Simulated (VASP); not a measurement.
A run of VASP 6.6.1 is set up as follows.

Contents of INCAR:

```
SYSTEM = MgO
ALGO     = Normal         ! electronic algorithm
EDIFF    = 1E-8           ! SCF threshold, eV
ENCUT    = 520            ! plane-wave cutoff, eV
GGA      = PS             ! functional
IBRION   = 8              ! ionic algorithm
ISIF     = 2              ! what is computed and relaxed
ISMEAR   = 0              ! smearing method
LASPH    = .True.         ! aspherical terms in the spheres
LCHARG   = .False.        ! write CHGCAR
LEPSILON = .True.         ! dielectric tensor by DFPT
LREAL    = .False.        ! projectors in reciprocal space
LWAVE    = .False.        ! write WAVECAR
NBANDS   = 11             ! bands
NELM     = 80             ! most SCF steps
NSW      = 1              ! ionic steps
PREC     = Accurate       ! precision mode
SIGMA    = 0.01           ! smearing width, eV
```

The input KPOINTS:

```
k-points
0
Gamma
  10 10 10
  0 0 0
```

The input POSCAR:

```
MgO
1.0
    0.0000000000      2.0609338809      2.0609338809
    2.0609338809      0.0000000000      2.0609338809
    2.0609338809      2.0609338809      0.0000000000
Mg O
1 1
Direct
    0.0000000000      0.0000000000      0.0000000000
    0.5000000000      0.5000000000      0.5000000000
```

Potentials or basis: VASP PAW PBE potentials, release 64 (Mg, O).

Launch:

```console
$ cat potpaw_PBE.64/Mg/POTCAR potpaw_PBE.64/O/POTCAR > POTCAR
$ mpirun -np 1 vasp_std > vasp.out
```

(1) Estimate the electronic dielectric tensor (diagonal).

(2) What does it give for the Born charges (mean of the diagonal)?

(3) Predict the highest phonon frequency at Γ, LO-TO splitting left out.

Answers

(1) 3.09.

(2) Mg +1.94; O -1.94 e.

(3) 453 cm⁻¹.

Caveat: the cell wasn't relaxed at this level first, which shifts response properties.
